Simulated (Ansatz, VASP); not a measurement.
# Al2O3 in VASP and in Ansatz

The input INCAR:

```
PREC     = Accurate       # precision mode
ENCUT    = 520            # plane-wave cutoff, eV
EDIFF    = 1E-6           # SCF threshold, eV
ISMEAR   = 0              # smearing method
SIGMA    = 0.05           # smearing width, eV
LREAL    = F              # projectors in reciprocal space
LASPH    = T              # aspherical terms in the spheres
NELM     = 80             # most SCF steps
ALGO     = Normal         # electronic algorithm
ISIF     = 2              # what is computed and relaxed
LWAVE    = F              # write WAVECAR
LCHARG   = F              # write CHGCAR
GGA      = PE             # functional
NBANDS   = 35             # bands
```

KPOINTS

```
Automatic mesh
0
Gamma
  6 6 6
```

POSCAR

```
Al2O3
1.0
    2.4040892951      1.3880016017      4.3737619113
   -2.4040892951      1.3880016017      4.3737619113
    0.0000000000     -2.7760032034      4.3737619113
Al O
4 6
Direct
    0.8521293568      0.8521293568      0.8521293568
    0.6478706432      0.6478706432      0.6478706432
    0.1478706432      0.1478706432      0.1478706432
    0.3521293568      0.3521293568      0.3521293568
    0.0561574040      0.4438425960      0.7500000000
    0.7500000000      0.0561574040      0.4438425960
    0.4438425960      0.7500000000      0.0561574040
    0.9438425960      0.5561574040      0.2500000000
    0.2500000000      0.9438425960      0.5561574040
    0.5561574040      0.2500000000      0.9438425960
```

Input for Ansatz:

```yaml
crystal:
  lattice:
    - [2.4040892946, 1.3880016014, 4.3737619151]
    - [-2.4040892946, 1.3880016014, 4.3737619151]
    - [0.0, -2.7760032028, 4.3737619151]
  atoms:
    - { symbol: Al, position: [0.8521293566, 0.8521293566, 0.8521293566] }
    - { symbol: Al, position: [0.6478706434, 0.6478706434, 0.6478706434] }
    - { symbol: Al, position: [0.1478706434, 0.1478706434, 0.1478706434] }
    - { symbol: Al, position: [0.3521293566, 0.3521293566, 0.3521293566] }
    - { symbol: O, position: [0.0561574038, 0.4438425962, 0.75] }
    - { symbol: O, position: [0.75, 0.0561574038, 0.4438425962] }
    - { symbol: O, position: [0.4438425962, 0.75, 0.0561574038] }
    - { symbol: O, position: [0.9438425962, 0.5561574038, 0.25] }
    - { symbol: O, position: [0.25, 0.9438425962, 0.5561574038] }
    - { symbol: O, position: [0.5561574038, 0.25, 0.9438425962] }
basis:
  ecutwfc: 520.0
kpoints:
  mp_grid: { grid: [6, 6, 6] }
hamiltonian:
  xc: pbe
  pseudopotentials: { kind: paw, azcp: { folder: soft_1 } }
scf:
  occupations: { method: gaussian, width: 0.05 }
output:
  forces: true
  stress: true
  eigenvalues: true
```

Alike in both runs: task single point; functional PBE; k mesh 6 × 6 × 6; occupations gaussian, width 0.05 eV; no spin polarisation.

```csv
,VASP,Ansatz
version,VASP 6.6.1,Ansatz 0.2.0
potentials or method,"VASP PAW PBE potentials, release 64 (Al, O), cutoff 520 eV","scalar-relativistic, plane waves, PAW"
valence electrons in the cell,48,48
```

Ansatz gave:

| Property | Result |
| --- | --- |
| gap on the k mesh at the Fermi level (eV) | 5.86 |
| least direct gap on the mesh (eV) | 5.86 |
| pressure (GPa) | 0.0 |
| rms of the force components (eV/Å) | 0.000 |

Question: Estimate VASP's values.

Answer: gap on the k mesh at the Fermi level (eV): 5.85; least direct gap on the mesh (eV): 5.85; pressure (GPa): 0.0; rms of the force components (eV/Å): 0.003.

Atom by atom the forces differ by 0.003 eV/Å (rms over components).
